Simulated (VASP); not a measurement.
TaN: single point with r2SCAN

TaN:

```
CELL_PARAMETERS angstrom
2.99341 0.00000 0.00000
-1.49670 2.59237 0.00000
0.00000 0.00000 6.28321
ATOMIC_POSITIONS crystal
Ta 0.33333 0.66667 0.03644
Ta 0.66667 0.33333 0.53644
N 0.33333 0.66667 0.34856
N 0.66667 0.33333 0.84856
```

This cell differs from its parent crystal: biaxial strain in the a-b plane: -4.5 %, then relaxed in part.

```yaml
Program: VASP 6.6.1
Task: single point
Functional: r2SCAN
Potentials_or_basis: VASP PAW PBE potentials, release 64 (Ta_pv, N)
Cutoff: 520 eV
k_mesh: 18 × 18 × 10
Occupations: gaussian, width 0.1 eV
Spin: no spin polarisation
Dipole_correction: no
Further_INCAR_settings: ALGO = Normal; EDIFF = 1e-06; NBANDS = 24
```

The pressure is 14.6 GPa. The largest force is 0.027 eV/Å and the band gap on the k mesh is 0.05 eV.

Forces in eV/Å, atoms in the order of the input:
```
Ta   0.000  0.000 -0.027
Ta   0.000  0.000 -0.027
N    0.000  0.000  0.027
N    0.000  0.000  0.027
```

Stress tensor (GPa, compression positive):
```
20.86  0.00  0.00
 0.00 20.86  0.00
 0.00  0.00  2.06
```

Levels at points of the mesh, in eV from the valence-band top:
| k point | band 13 | band 14 | band 15 | band 16 | band 17 | band 18 | band 19 | band 20 |
| --- | --- | --- | --- | --- | --- | --- | --- | --- |
| (0.00, 0.00, 0.00) | -4.04 | -4.04 | -1.15 | -0.79 | 0.67 | 0.67 | 2.73 | 2.73 |
| (0.50, 0.00, 0.00) | -4.82 | -3.35 | -2.65 | -0.48 | 1.33 | 2.83 | 3.28 | 4.85 |
| (0.00, 0.00, 0.50) | -4.53 | -4.53 | -0.29 | -0.29 | 1.38 | 1.38 | 1.38 | 1.38 |
| (0.50, 0.00, 0.50) | -4.53 | -4.53 | -1.31 | -1.31 | 1.92 | 1.92 | 4.60 | 4.60 |

It took 5.1 min on 1 thread of Intel(R) Xeon(R) 6975P-C (Granite Rapids), with other jobs on the host, peak memory 0.34 GiB.

Caveat: the cell differs from its parent crystal (biaxial strain in the a-b plane: -4.5 %, then relaxed in part); the stress differs along the axes, from 2 to 21 GPa; the smearing spreads over this small gap; the PAW data sets were made with another functional, which shifts forces and pressure a little; spin-orbit coupling is left out, which moves the levels of the heavy elements. A k mesh can miss the band edges.
